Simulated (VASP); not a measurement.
# WS2 (P6_3/mmc) in VASP: vibrations by perturbation theory with PBE

Aim: the vibrations by perturbation theory of WS2 with PBE.

Everything below comes from runs of VASP 6.6.1. Logs are shortened: lines on timing, memory, paths and dates and some standing lists are left out, and cuts for length are marked.

## Step 1: The cell of the first run

Symmetry: P6_3/mmc, No. 194, hexagonal system. Conventional cell: a = 3.180 Å, b = 3.180 Å, c = 12.500 Å, α = 90.00°, β = 90.00°, γ = 120.00°. Within 3.2 Å of W (site symmetry -6m2) lie 6 S at 2.41 Å and 6 W at 3.18 Å. S (site symmetry 3m) has 3 W at 2.41 Å and 7 S at 3.14 to 3.18 Å within 3.2 Å.

## Step 2: Vibrations by perturbation theory, PBE

Contents of INCAR:

```
ALGO = Normal
EDIFF = 1E-8
ENCUT = 520
GGA = PE
IBRION = 8
ISIF = 2
ISMEAR = 0
KPAR = 4
LASPH = True
LCHARG = True
LREAL = False
LWAVE = False
NBANDS = 35
NELM = 60
NSW = 1
PREC = Accurate
SIGMA = 0.01
```

Contents of KPOINTS:

```
k-points
0
Gamma
  12 12 3
```

Contents of POSCAR:

```
WS2
1.0
    3.1800000000      0.0000000000      0.0000000000
   -1.5900000000      2.7539607840      0.0000000000
    0.0000000000      0.0000000000     12.5000000000
W S
2 4
Direct
    0.3333333333      0.6666666667      0.2500000000
    0.6666666667      0.3333333333      0.7500000000
    0.3333333333      0.6666666667      0.6244935763
    0.6666666667      0.3333333333      0.1244935763
    0.3333333333      0.6666666667      0.8755064237
    0.6666666667      0.3333333333      0.3755064237
```

Potentials or basis: VASP PAW PBE potentials, release 64 (W_sv, S).

The run is started by

```console
$ cat potpaw_PBE.64/W_sv/POTCAR potpaw_PBE.64/S/POTCAR > POTCAR
$ mpirun -np 4 vasp_std > vasp.out
```

OUTCAR:

```text
EDIFF = 1E-8
   ENCUT = 520
   GGA = PE
   IBRION = 8
   ISIF = 2
   ISMEAR = 0
   LASPH = True
   LREAL = False
   NELM = 60
   NSW = 1
   PREC = Accurate

 ion  position               nearest neighbor table
   1  0.333  0.667  0.250-   4 2.41   6 2.41   4 2.41   6 2.41   4 2.41   6 2.41
   2  0.667  0.333  0.750-   3 2.41   5 2.41   3 2.41   5 2.41   3 2.41   5 2.41
   3  0.333  0.667  0.624-   2 2.41   2 2.41   2 2.41
   4  0.667  0.333  0.124-   1 2.41   1 2.41   1 2.41
   5  0.333  0.667  0.876-   2 2.41   2 2.41   2 2.41
   6  0.667  0.333  0.376-   1 2.41   1 2.41   1 2.41

  LATTYP: Found a hexagonal cell.
 ALAT       =     3.1800000000
 C/A-ratio  =     3.9308176101

  Lattice vectors:

 A1 = (   3.1800000000,   0.0000000000,   0.0000000000)
 A2 = (  -1.5900000000,   2.7539607840,   0.0000000000)
 A3 = (   0.0000000000,   0.0000000000,  12.5000000000)

Analysis of symmetry for initial positions (statically):
=====================================================================
 Subroutine PRICEL returns:
 Original cell was already a primitive cell.

 Routine SETGRP: Setting up the symmetry group for a
 hexagonal supercell.

 Subroutine GETGRP returns: Found 24 space group operations
 (whereof 12 operations were pure point group operations)
 out of a pool of 24 trial point group operations.

The static configuration has the point symmetry D_3d.
 The point group associated with its full space group is D_6h.

Analysis of symmetry for dynamics (positions and initial velocities):
=====================================================================
 Subroutine PRICEL returns:
 Original cell was already a primitive cell.

 Routine SETGRP: Setting up the symmetry group for a
 hexagonal supercell.

 Subroutine GETGRP returns: Found 24 space group operations
 (whereof 12 operations were pure point group operations)
 out of a pool of 24 trial point group operations.

The dynamic configuration has the point symmetry D_3d.
 The point group associated with its full space group is D_6h.

 Subroutine INISYM returns: Found 24 space group operations
 (whereof 12 operations are pure point group operations),
 and found     1 'primitive' translations

----------------------------------------------------------------------------------------

                                     Primitive cell

  volume of cell :     109.4699

  direct lattice vectors                    reciprocal lattice vectors
     3.180000000  0.000000000  0.000000000     0.314465409  0.181556688  0.000000000
    -1.590000000  2.753960784  0.000000000     0.000000000  0.363113377  0.000000000
[... 1083 lines left out ...]

 POSITION                                       TOTAL-FORCE (eV/Angst)
 -----------------------------------------------------------------------------------
     -0.00000      1.83597      3.12500        -0.000000      0.000000      0.000000
      1.59000      0.91799      9.37500         0.000000     -0.000000      0.000000
     -0.00000      1.83597      7.80617         0.000000     -0.000000     -0.003423
      1.59000      0.91799      1.55617         0.000000      0.000000     -0.003423
     -0.00000      1.83597     10.94383         0.000000     -0.000000      0.003423
      1.59000      0.91799      4.69383        -0.000000      0.000000      0.003423
 -----------------------------------------------------------------------------------
    total drift:                               -0.000000      0.000000     -0.000000

  FREE ENERGIE OF THE ION-ELECTRON SYSTEM (eV)
  ---------------------------------------------------
  free  energy   TOTEN  =       -47.2827287645 eV

  energy  without entropy=      -47.2827287645  energy(sigma->0) =      -47.28272876

[... ionic steps 2 to 9 ...]

--------------------------------------- Ionic step       10  -------------------------------------------

------------------------ aborting loop because EDIFF is reached ----------------------------------------

[... ionic steps 11 to 11 ...]

--------------------------------------- Ionic step       12  -------------------------------------------

 Free energy of the ion-electron system (eV)
  ---------------------------------------------------
  ---------------------------------------------------
  free energy    TOTEN  =        -0.14894713 eV

  energy without entropy =       -0.14894713

------------------------ aborting loop because EDIFF is reached ----------------------------------------

 INTERNAL STRAIN TENSOR  FOR ION    3  DIRECTION 3   (eV/Angst):
 -----------------------------------------------------------------------------
    11.04915  0.00000  0.00000
     0.00000 11.04915  0.00000
     0.00000  0.00000 29.76732

 INTERNAL STRAIN TENSOR FOR ION    6 for displacements in x,y,z  (eV/Angst):
          X           Y           Z          XY          YZ          ZX
  --------------------------------------------------------------------------------
  x     0.00000     0.00000     0.00000     3.35432     0.00000   -14.13946
  y     3.35432    -3.35432     0.00000     0.00000   -15.42999     0.00000
  z   -11.04915   -11.04915   -29.76732     0.00000    -0.00000     0.00000

 SECOND DERIVATIVES (NOT SYMMETRIZED)
 ------------------------------------
               1X          1Y          1Z          2X          2Y          2Z          3X          3Y          3Z          4X          4Y          4Z          5X          5Y          5Z          6X          6Y          6Z
  1X   -20.951692    0.000000    0.000000    0.039963    0.000000    0.000000    0.024480   -0.000000   -0.000000   10.431384    0.000000    0.000000    0.024480   -0.000000    0.000000   10.431384    0.000000   -0.000000
  1Y     0.000000  -20.951692    0.000000    0.000000    0.039963    0.000000    0.000000    0.024480    0.000000   -0.000000   10.431384    0.000000    0.000000    0.024480   -0.000000   -0.000000   10.431384   -0.000000
  1Z     0.000000    0.000000  -32.027731    0.000000    0.000000    0.127877    0.000000    0.000000    0.027232    0.000000   -0.000000   15.922695    0.000000    0.000000    0.027232    0.000000    0.000000   15.922695
  2X     0.039963    0.000000    0.000000  -20.951692    0.000000    0.000000   10.431384    0.000000   -0.000000    0.024480   -0.000000    0.000000   10.431384    0.000000    0.000000    0.024480   -0.000000   -0.000000
  2Y     0.000000    0.039963    0.000000    0.000000  -20.951692    0.000000   -0.000000   10.431384   -0.000000    0.000000    0.024480   -0.000000   -0.000000   10.431384    0.000000    0.000000    0.024480    0.000000
  2Z     0.000000    0.000000    0.127877    0.000000    0.000000  -32.027731    0.000000    0.000000   15.922695    0.000000    0.000000    0.027232    0.000000   -0.000000   15.922695    0.000000    0.000000    0.027232
  3X     0.028544    0.000000    0.000000   10.434132    0.000000   -0.000000  -10.193337    0.000000   -0.000000   -0.007249    0.000000    0.000000   -0.312136    0.000000    0.000000    0.050046    0.000000   -0.000000
  3Y     0.000000    0.028544   -0.000000    0.000000   10.434132   -0.000000    0.000000  -10.193337    0.000000    0.000000   -0.007249    0.000000    0.000000   -0.312136    0.000000    0.000000    0.050046   -0.000000
  3Z     0.000000    0.000000    0.041756    0.000000    0.000000   15.906974    0.000000    0.000000  -18.123229    0.000000    0.000000    0.051642    0.000000    0.000000    1.892264    0.000000    0.000000    0.230593
  4X    10.434132   -0.000000    0.000000    0.028544    0.000000   -0.000000   -0.007249   -0.000000    0.000000  -10.193337    0.000000    0.000000    0.050046    0.000000    0.000000   -0.312136    0.000000    0.000000
  4Y     0.000000   10.434132    0.000000    0.000000    0.028544    0.000000    0.000000   -0.007249   -0.000000    0.000000  -10.193337   -0.000000    0.000000    0.050046    0.000000    0.000000   -0.312136   -0.000000
  4Z    -0.000000    0.000000   15.906974    0.000000    0.000000    0.041756    0.000000   -0.000000    0.051642    0.000000    0.000000  -18.123229    0.000000    0.000000    0.230593    0.000000    0.000000    1.892264
  5X     0.028544    0.000000   -0.000000   10.434132   -0.000000    0.000000   -0.312136    0.000000    0.000000    0.050046    0.000000    0.000000  -10.193337    0.000000    0.000000   -0.007249   -0.000000    0.000000
  5Y     0.000000    0.028544    0.000000    0.000000   10.434132    0.000000    0.000000   -0.312136   -0.000000    0.000000    0.050046    0.000000    0.000000  -10.193337   -0.000000    0.000000   -0.007249   -0.000000
  5Z     0.000000    0.000000    0.041756   -0.000000    0.000000   15.906974    0.000000    0.000000    1.892264    0.000000    0.000000    0.230593    0.000000    0.000000  -18.123229    0.000000   -0.000000    0.051642
  6X    10.434132    0.000000   -0.000000    0.028544    0.000000    0.000000    0.050046    0.000000   -0.000000   -0.312136    0.000000    0.000000   -0.007249    0.000000    0.000000  -10.193337    0.000000   -0.000000
  6Y     0.000000   10.434132   -0.000000    0.000000    0.028544   -0.000000    0.000000    0.050046   -0.000000    0.000000   -0.312136    0.000000    0.000000   -0.007249    0.000000    0.000000  -10.193337    0.000000
  6Z     0.000000    0.000000   15.906974    0.000000    0.000000    0.041756    0.000000    0.000000    0.230593    0.000000    0.000000    1.892264    0.000000    0.000000    0.051642    0.000000    0.000000  -18.123229

 Eigenvectors and eigenvalues of the dynamical matrix
 ----------------------------------------------------

   1 f  =   12.922489 THz    81.194393 2PiTHz  431.047834 cm-1    53.443096 meV
             X         Y         Z           dx          dy          dz
     -0.000000  1.835974  3.125000    -0.000000    0.000000   -0.352641
      1.590000  0.917987  9.375000    -0.000000   -0.000000    0.352641
     -0.000000  1.835974  7.806170     0.000000    0.000000   -0.433385
      1.590000  0.917987  1.556170     0.000000   -0.000000    0.433385
     -0.000000  1.835974 10.943830     0.000000    0.000000   -0.433385
      1.590000  0.917987  4.693830     0.000000   -0.000000    0.433385
[... 145 lines left out ...]
  18 f/i=    0.001478 THz     0.009290 2PiTHz    0.049317 cm-1     0.006114 meV
             X         Y         Z           dx          dy          dz
     -0.000000  1.835974  3.125000    -0.592529    0.140227   -0.000000
      1.590000  0.917987  9.375000    -0.592529    0.140227   -0.000000
     -0.000000  1.835974  7.806170    -0.247377    0.058544   -0.000000
      1.590000  0.917987  1.556170    -0.247377    0.058544   -0.000000
     -0.000000  1.835974 10.943830    -0.247377    0.058544   -0.000000
      1.590000  0.917987  4.693830    -0.247377    0.058544   -0.000000

--------------------------------------------------------------------------------------------------------

 ELASTIC MODULI CONTR FROM IONIC RELAXATION (kBar)
 Direction    XX          YY          ZZ          XY          YZ          ZX
 --------------------------------------------------------------------------------
 XX        -437.9693   -269.8651   -953.4819      0.0000      0.0000      0.0000
 YY        -269.8651   -437.9693   -953.4819     -0.0000     -0.0000     -0.0000
 ZZ        -953.4819   -953.4819  -2568.7585      0.0000      0.0000     -0.0000
 XY           0.0000     -0.0000      0.0000    -84.0521     -0.0000     -0.0000
 YZ           0.0000     -0.0000      0.0000     -0.0000  -1402.4456      0.0000
 ZX           0.0000     -0.0000     -0.0000     -0.0000      0.0000  -1177.6628
 --------------------------------------------------------------------------------
```

Wall time 35 min (4 MPI ranks of Oxide Virtual Turin-like, shared host); peak memory 1.4 GiB.

Results:

```yaml
Highest_phonon_frequency_at_Γ_LO-TO_splitting_left_out: 431 cm⁻¹
```

Phonon frequencies in cm⁻¹ (negative: imaginary):
```
              q point                                                     frequencies
(0.000, 0.000, 0.000)  0 0 0 23 23 42 289 289 290 290 346 346 346 346 410 414 427 431
```

Caveat: the cell stands under pressure or tension, which shifts response properties; spin-orbit coupling is left out, which moves the levels of the heavy elements.
